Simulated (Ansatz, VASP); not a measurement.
**One calculation of C, two programs**

Contents of INCAR:

```
SYSTEM = C
PREC = Accurate
ENCUT = 600
EDIFF = 1E-6
ISMEAR = -1
SIGMA = 0.1
LREAL = .FALSE.
LASPH = .TRUE.
NELM = 60
ALGO = Normal
ISIF = 3
LWAVE = .FALSE.
LCHARG = .FALSE.
GGA = PE
IBRION = 2
NSW = 80
EDIFFG = -0.01
```

Contents of KPOINTS:

```
regular mesh
0
G
  18 18 18
  0 0 0
```

POSCAR

```
C
1.0
   -1.1826249197      1.1826249197      1.1826249197
    1.1826249197     -1.1826249197      1.1826249197
    1.1826249197      1.1826249197     -1.1826249197
C
1
Direct
    0.0000000000      0.0000000000      0.0000000000
```

Input for Ansatz:

```yaml
crystal:
  lattice:
    - [-1.1826249197, 1.1826249197, 1.1826249197]
    - [1.1826249197, -1.1826249197, 1.1826249197]
    - [1.1826249197, 1.1826249197, -1.1826249197]
  atoms:
    - { symbol: C, position: [0.0, 0.0, 0.0] }
hamiltonian:
  xc: pbe
  pseudopotentials:
    kind: paw
    azcp:
      C: "pseudopotentials/C.paw.azcp"
basis:
  ecutwfc: 420
  fft_grid_basis: typed
kpoints:
  mp_grid: { grid: [18, 18, 18], shift: [0, 0, 0] }
magnetization:
  spin_polarized: false
scf:
  occupations: { method: fermi_dirac, width: 0.1 }
relax:
  max_steps: 60
  f_tol: 0.01
  cell: {}
```

Alike in both runs: task relaxation of cell and atoms; functional PBE; k mesh 18 × 18 × 18; occupations fermi-dirac, width 0.1 eV; no spin polarisation.

|  | VASP | Ansatz |
| --- | --- | --- |
| version | VASP 6.6.1 | Ansatz 0.2.0 |
| potentials or method | VASP PAW PBE potentials, release 64 (C), cutoff 600 eV | plane waves (420 eV) with PAW, scalar-relativistic |
| valence electrons in the cell | 4 | 4 |

|  | VASP | Ansatz | Ansatz less VASP |
| --- | --- | --- | --- |
| relaxed volume (Å³/atom) | 6.69 | 6.69 | +0.003 |
| relaxed cell length with the largest relative difference (Å) | 2.056 | 2.056 | +0.0004 |
